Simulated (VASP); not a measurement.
# LiF in VASP: a series of runs

Runs on LiF. Level: PBE. Tasks: G0W0 quasiparticle levels.

Program: VASP 6.6.1. These are calculated values, not measurements. Logs are shortened: lines on timing, memory, paths and dates and some standing lists are left out, and cuts for length are marked.

## (1) The cell of the first run

Symmetry: Fm-3m, No. 225, cubic system. Conventional cell: a = 3.990 Å, b = 3.990 Å, c = 3.990 Å, α = 90.00°, β = 90.00°, γ = 90.00°. Li (site symmetry m-3m) has 6 F at 1.99 Å within 2.6 Å. F (site symmetry m-3m) has 6 Li at 1.99 Å within 2.6 Å.

## (2) G0W0 quasiparticle levels, PBE

Contents of POSCAR:

```
LiF
1.0
    0.0000000000      1.9948717375      1.9948717375
    1.9948717375      0.0000000000      1.9948717375
    1.9948717375      1.9948717375      0.0000000000
Li F
1 1
Direct
    0.0000000000      0.0000000000      0.0000000000
    0.5000000000      0.5000000000      0.5000000000
```

Contents of INCAR.step1:

```
  PREC = Accurate
  ENCUT = 500
  EDIFF = 1E-8
  ISMEAR = 0
  SIGMA = 0.01
  LREAL = False
  LASPH = True
  NELM = 60
  ALGO = Normal
  LWAVE = True
  LCHARG = False
  GGA = PE
```

Contents of INCAR.step2:

```
  PREC = Accurate
  ENCUT = 500
  EDIFF = 1E-8
  ISMEAR = 0
  SIGMA = 0.01
  LREAL = False
  LASPH = True
  NELM = 1
  ALGO = Exact
  LWAVE = True
  LCHARG = False
  GGA = PE
  NBANDS = 70
  LOPTICS = True
  ISTART = 1
```

Contents of INCAR.step3:

```
  PREC = Accurate
  ENCUT = 500
  EDIFF = 1E-8
  ISMEAR = 0
  SIGMA = 0.01
  LREAL = False
  LASPH = True
  ALGO = EVGW0
  LWAVE = False
  LCHARG = False
  GGA = PE
  NELMGW = 1
  NBANDS = 70
  ENCUTGW = 150.0
  NOMEGA = 96
  PRECFOCK = Fast
  ISTART = 1
  NBANDSGW = 12
  OMEGAMAX = 30
```

Contents of KPOINTS:

```
regular mesh
0
Gamma
  6 6 6
```

Potentials or basis: VASP PAW PBE potentials, release 64 (Li_GW, F_GW).

The run is started by

```bash
cat potpaw_PBE.64/Li_GW/POTCAR potpaw_PBE.64/F_GW/POTCAR > POTCAR
cp INCAR.step1 INCAR
mpirun -np 1 vasp_std > vasp.out
cp INCAR.step2 INCAR
mpirun -np 1 vasp_std > vasp.out
cp INCAR.step3 INCAR
mpirun -np 1 vasp_std > vasp.out
```

OUTCAR:

```text
PREC = Accurate
   ENCUT = 500
   EDIFF = 1E-8
   ISMEAR = 0
   LREAL = False
   LASPH = True
   GGA = PE
   NELMGW = 1
   ENCUTGW = 150.0
   PRECFOCK = Fast
   ISTART = 1

 ion  position               nearest neighbor table
   1  0.000  0.000  0.000-   2 1.99   2 1.99   2 1.99   2 1.99   2 1.99   2 1.99
   2  0.500  0.500  0.500-   1 1.99   1 1.99   1 1.99   1 1.99   1 1.99   1 1.99

  LATTYP: Found a face centered cubic cell.
 ALAT       =     3.9897434750

  Lattice vectors:

 A1 = (   0.0000000000,   1.9948717375,   1.9948717375)
 A2 = (   1.9948717375,   0.0000000000,   1.9948717375)
 A3 = (   1.9948717375,   1.9948717375,   0.0000000000)

Analysis of symmetry for initial positions (statically):
=====================================================================
 Subroutine PRICEL returns:
 Original cell was already a primitive cell.

 Routine SETGRP: Setting up the symmetry group for a
 face centered cubic supercell.

 Subroutine GETGRP returns: Found 48 space group operations
 (whereof 48 operations were pure point group operations)
 out of a pool of 48 trial point group operations.

The static configuration has the point symmetry O_h .

Analysis of symmetry for dynamics (positions and initial velocities):
=====================================================================
 Subroutine PRICEL returns:
 Original cell was already a primitive cell.

 Routine SETGRP: Setting up the symmetry group for a
 face centered cubic supercell.

 Subroutine GETGRP returns: Found 48 space group operations
 (whereof 48 operations were pure point group operations)
 out of a pool of 48 trial point group operations.

The dynamic configuration has the point symmetry O_h .

 Subroutine INISYM returns: Found 48 space group operations
 (whereof 48 operations are pure point group operations),
 and found     1 'primitive' translations

----------------------------------------------------------------------------------------

                                     Primitive cell

  volume of cell :      15.8772

  direct lattice vectors                    reciprocal lattice vectors
     0.000000000  1.994871738  1.994871738    -0.250642681  0.250642681  0.250642681
     1.994871738  0.000000000  1.994871738     0.250642681 -0.250642681  0.250642681
     1.994871738  1.994871738  0.000000000     0.250642681  0.250642681 -0.250642681

  length of vectors
     2.821174666  2.821174666  2.821174666     0.434125858  0.434125858  0.434125858

  position of ions in fractional coordinates (direct lattice)
     0.000000000  0.000000000  0.000000000
     0.500000000  0.500000000  0.500000000

  ion indices of the primitive-cell ions
   primitive index   ion index
                 1           1
                 2           2

----------------------------------------------------------------------------------------

 KPOINTS: regular mesh

Automatic generation of k-mesh.
 Grid dimensions read from file:
 generate k-points for:    6    6    6

 Generating k-lattice:

  Cartesian coordinates                     Fractional coordinates (reciprocal lattice)
    -0.041773780  0.041773780  0.041773780     0.166666667  0.000000000  0.000000000
     0.041773780 -0.041773780  0.041773780     0.000000000  0.166666667  0.000000000
     0.041773780  0.041773780 -0.041773780     0.000000000  0.000000000  0.166666667

  Length of vectors
     0.072354310  0.072354310  0.072354310

  Shift w.r.t. Gamma in fractional coordinates (k-lattice)
     0.000000000  0.000000000  0.000000000

 Subroutine IBZKPT returns following result:
 ===========================================

 Found     16 irreducible k-points:

 Following reciprocal coordinates:
            Coordinates               Weight
  0.000000  0.000000  0.000000      1.000000
  0.166667  0.000000  0.000000      8.000000
  0.333333  0.000000  0.000000      8.000000
  0.500000  0.000000  0.000000      4.000000
  0.166667  0.166667  0.000000      6.000000
  0.333333  0.166667  0.000000     24.000000
[... 8 lines left out ...]
 -0.333333  0.333333  0.166667     24.000000
 -0.333333  0.500000  0.166667     12.000000
   k-points           NKPTS =     16   k-points in BZ     NKDIM =    216   number of bands    NBANDS=     70
   number of dos      NEDOS =    301   number of ions     NIONS =      2
   total plane-waves  NPLWV =  13824
   dimension x,y,z NGX =    24 NGY =   24 NGZ =   24
   dimension x,y,z NGXF=    48 NGYF=   48 NGZF=   48
   ions per type =               1   1
   NGX,Y,Z   is equivalent  to a cutoff of  14.14, 14.14, 14.14 a.u.
   NGXF,Y,Z  is equivalent  to a cutoff of  28.29, 28.29, 28.29 a.u.
 SYSTEM =  unknown system
   PREC   = accura    normal or accurate (medium, high low for compatibility)
   ISTART =      1    job   : 0-new  1-cont  2-samecut
   ICHARG =      0    charge: 1-file 2-atom 10-const
   ISPIN  =      1    spin polarized calculation?
   LNONCOLLINEAR =      F non collinear calculations
   LSORBIT =      F    spin-orbit coupling
   LASPH  =      T    aspherical Exc in radial PAW
   ENCUT  =  500.0 eV  36.75 Ry    6.06 a.u.   5.14  5.14  5.14*2*pi/ulx,y,z
   NELM   =     60;   NELMIN=  2; NELMDL=  0     # of ELM steps
   EDIFF  = 0.1E-07   stopping-criterion for ELM
   LREAL  =      F    real-space projection
   EDIFFG = 0.1E-06   stopping-criterion for IOM
   NSW    =      0    number of steps for IOM
   IBRION =     -1    ionic relax: 0-MD 1-quasi-New 2-CG
   NFREE  =      0    steps in history (QN), initial steepest desc. (CG)
   ISIF   =      0    stress and relaxation
   ISYM   =      3    0-nonsym 1-usesym 2-fastsym
   POTIM  = 0.5000    time-step for ionic-motion
   TEBEG  =    0.0;   TEEND  =   0.0 temperature during run
   PSTRESS=    0.0 pullay stress
   NELECT =       8.0000    total number of electrons
   NUPDOWN=      -1.0000    fix difference up-down
   EMIN   =  10.00;   EMAX   =-10.00  energy-range for DOS
   EFERMI =   0.00;   METHOD = LEGACY
   ISMEAR =     0;   SIGMA  =   0.01  broadening in eV -4-tet -1-fermi 0-gaus
   EFERMI_NEDOS =   21; number of points for ismear=-14 and -15
   IALGO  =     38    algorithm
   IMIX   =      4    mixing-type and parameters
     AMIX     =   0.40;   BMIX     =  1.00
     AMIX_MAG =   1.60;   BMIX_MAG =  1.00
  volume/ion in A,a.u.               =       7.94        53.57
  Fermi-wavevector in a.u.,A,eV,Ry     =   1.302706  2.461758 23.089682  1.697044
  Thomas-Fermi vector in A             =   2.433757
   LORBIT       =      0    0 simple, 1 ext, 2 COOP (PROOUT), +10 PAW based schemes
   GGA     = PE    functional components
   LHFCALC =     T    Hartree Fock is set to
   PRECFOCK=fast      Normal, Fast or Accurate (Low or Medium for compatibility)
   ENCUT4O =  -1.0   cutoff for four orbital integrals eV
   NKREDX  =     1    reduce k-point grid by
   NKREDY  =     1    reduce k-point grid by
   NKREDZ  =     1    reduce k-point grid by
   AEXX    =    1.0000 exact exchange contribution
   HFSCREEN=    0.0000 screening length (either q_TF or 0.3 A-1)
   HFSCREENC=   0.0000 screening length for correlation (either q_TF or 0.3 A-1)
   ENCUTFOCK=  -1.0 apply spherical cutoff to Coloumb kernel
   IVDW    =     0    specifies the selected vdW correction
   LEPSILON=     F    determine dielectric tensor
   LRPA    =     F    only Hartree local field effects (RPA)
   LRPAFORCE           =     F    calculate RPA forces
   ENCUTGW             = 150.0    cutoff for response function in eV
   ENCUTGWSOFT         = 120.0    soft cutoff for Coulomb kernel in GW response function in eV
   ENCUTLF             =  -1.0    cutoff for local field effects
   NELMGW              =     1    number of iterations in solving QP/BSE equation
   NELMHF              =     1    number of iterations in the inner HF iteration
   NKREDLFX            =     1    NKREDLFY  =   1   NKREDLFZ  =   1
 non-spin polarized calculation
 Gauss-broadening in eV      SIGMA  =   0.01
  energy-cutoff  :      500.00
  volume of cell :       15.88
 maximum number of plane-waves:       419
 NGX is ok and might be reduce to    24
  NGX = 12; NGY = 12; NGZ = 12
   NGX = 11   NGY = 11   NGZ = 11
 maximum number of plane-waves:        72

 QP shifts <psi_nk| G(iteration)W_0 |psi_nk>: iteration 1
 for sc-GW calculations column KS-energies equals QP-energies in previous step
 and V_xc(KS)=  KS-energies - (<T + V_ion + V_H > + <T+V_H+V_ion>^1  + <V_x>^1)

 k-point   1 :       0.0000    0.0000    0.0000
  band No.  KS-energies  QP-energies   sigma(KS)   V_xc(KS)     V^pw_x(r,r')   Z            occupation Imag(sigma)

      1     -23.2013     -27.3688     -27.7138     -22.2940     -36.5050       0.7689       2.0000       1.0261
      2      -3.0932      -5.7255     -26.1465     -22.9322     -30.7126       0.8189       2.0000       0.0634
      3      -3.0932      -5.7255     -26.1465     -22.9322     -30.7126       0.8189       2.0000       0.0634
      4      -3.0932      -5.7255     -26.1465     -22.9322     -30.7126       0.8189       2.0000       0.0634
      5       6.2174       7.9157      -8.5959     -10.5129      -5.5192       0.8859       0.0000      -0.0489
      6      21.2304      23.7908      -5.5202      -8.5003      -1.5829       0.8592       0.0000      -0.1234
      7      21.2304      23.7908      -5.5202      -8.5003      -1.5829       0.8592       0.0000      -0.1234
      8      21.2304      23.7908      -5.5202      -8.5003      -1.5829       0.8592       0.0000      -0.1234
      9      21.5198      23.2581      -6.4831      -8.4852      -2.6606       0.8682       0.0000      -0.1393
     10      21.5198      23.2581      -6.4831      -8.4852      -2.6606       0.8682       0.0000      -0.1393
     11      21.5198      23.2581      -6.4831      -8.4852      -2.6606       0.8682       0.0000      -0.1393
     12      24.7228      25.6540      -5.6066      -6.7085      -1.0960       0.8451       0.0000      -0.5158

 k-point   2 :       0.1667    0.0000    0.0000
  band No.  KS-energies  QP-energies   sigma(KS)   V_xc(KS)     V^pw_x(r,r')   Z            occupation Imag(sigma)

      1     -23.0788     -27.1628     -27.8491     -22.4371     -36.6280       0.7546       2.0000       0.9920
      2      -3.8424      -6.6396     -25.0586     -21.6296     -29.5225       0.8157       2.0000       0.0667
      3      -3.1560      -5.8024     -26.0878     -22.8531     -30.6526       0.8181       2.0000       0.0636
      4      -3.1560      -5.8024     -26.0878     -22.8531     -30.6526       0.8181       2.0000       0.0636
      5       6.9323       8.7564      -9.0236     -11.0909      -5.9888       0.8824       0.0000      -0.0482
      6      16.7093      18.6908      -6.8671      -9.1582      -3.2202       0.8649       0.0000      -0.0780
      7      18.8975      21.2069      -5.8106      -8.4698      -2.1005       0.8685       0.0000      -0.0851
      8      18.8975      21.2069      -5.8106      -8.4698      -2.1005       0.8685       0.0000      -0.0851
      9      23.3384      25.2448      -5.5231      -7.7774      -1.3626       0.8457       0.0000      -0.2233
     10      23.4816      25.3406      -6.2907      -8.4594      -2.3269       0.8572       0.0000      -0.1800
     11      23.4816      25.3406      -6.2907      -8.4594      -2.3269       0.8572       0.0000      -0.1800
     12      30.6275      32.2822      -5.7829      -7.6062      -1.4292       0.9075       0.0000      -0.7927
[... 196 lines left out ...]
      1     -22.5041     -26.4979     -28.5932     -23.1952     -37.3064       0.7399       2.0000       0.8803
      2      -5.4084      -8.4889     -23.2411     -19.4415     -27.6345       0.8107       2.0000       0.0793
      3      -4.8415      -7.7911     -23.7855     -20.1527     -28.1799       0.8119       2.0000       0.0741
      4      -3.7546      -6.5365     -25.4058     -21.9931     -29.9426       0.8152       2.0000       0.0667
      5      10.6590      12.8081      -8.8431     -11.3004      -5.6785       0.8746       0.0000      -0.0564
      6      12.5251      14.8944      -9.7720     -12.5144      -6.5275       0.8640       0.0000      -0.0635
      7      15.7244      18.0964      -6.8084      -9.5288      -3.2342       0.8719       0.0000      -0.0685
      8      16.4536      18.7113      -7.4565     -10.0697      -3.8617       0.8639       0.0000      -0.0701
      9      24.5631      26.4078      -6.4317      -8.5939      -2.2381       0.8531       0.0000      -0.3131
     10      25.3829      27.2591      -6.2587      -8.4741      -2.0056       0.8469       0.0000      -0.3100
     11      32.9133      36.0947      -7.9869     -11.3250      -3.5772       0.9531       0.0000      -0.9430
     12      33.9666      36.5078      -7.3190     -10.1879      -2.7181       0.8858       0.0000      -0.9879

 k-point  16 :      -0.3333    0.5000    0.1667
  band No.  KS-energies  QP-energies   sigma(KS)   V_xc(KS)     V^pw_x(r,r')   Z            occupation Imag(sigma)

      1     -22.4322     -26.4353     -28.6937     -23.2947     -37.3995       0.7414       2.0000       0.8684
      2      -5.7678      -8.8683     -22.7273     -18.8958     -27.0733       0.8092       2.0000       0.0829
      3      -4.7267      -7.6686     -24.0160     -20.3926     -28.4477       0.8119       2.0000       0.0736
      4      -3.9802      -6.8125     -25.1301     -21.6534     -29.6570       0.8147       2.0000       0.0682
      5      12.0462      14.5639     -10.6580     -13.5856      -7.4980       0.8600       0.0000      -0.0630
      6      12.5445      14.6475      -8.5792     -10.9915      -5.3104       0.8718       0.0000      -0.0606
      7      14.6235      16.7776      -6.5393      -8.9962      -2.9643       0.8767       0.0000      -0.0656
      8      16.7242      19.0772      -7.6974     -10.4344      -4.0507       0.8597       0.0000      -0.0745
      9      21.2145      23.2960      -6.5346      -8.9848      -2.5417       0.8496       0.0000      -0.1443
     10      29.0295      31.0122      -6.0798      -8.3345      -1.7597       0.8793       0.0000      -0.5383
     11      31.4394      34.4361      -8.2651     -11.4259      -3.8136       0.9481       0.0000      -0.9337
     12      35.5877      38.7262      -8.4706     -11.9130      -3.9142       0.9117       0.0000      -1.0397
```

Run time: 61 s. Hardware: 1 thread of Intel Xeon 6975P-C (Granite Rapids), shared host; peak memory 0.28 GiB.

What came out:

| Property | Result |
| --- | --- |
| Quasiparticle gap | 13.64 eV |
| Least direct quasiparticle gap | 13.64 eV |
| Band gap of the starting levels on the mesh | 9.31 eV |
| Least direct gap of the starting levels on the mesh | 9.31 eV |

Caveat: the k points lie up to 0.45 Å⁻¹ apart; bands, screening cutoff and mesh are small and nothing is extrapolated, so the quasiparticle values aren't converged.

(Continued in part 2 of 2.)
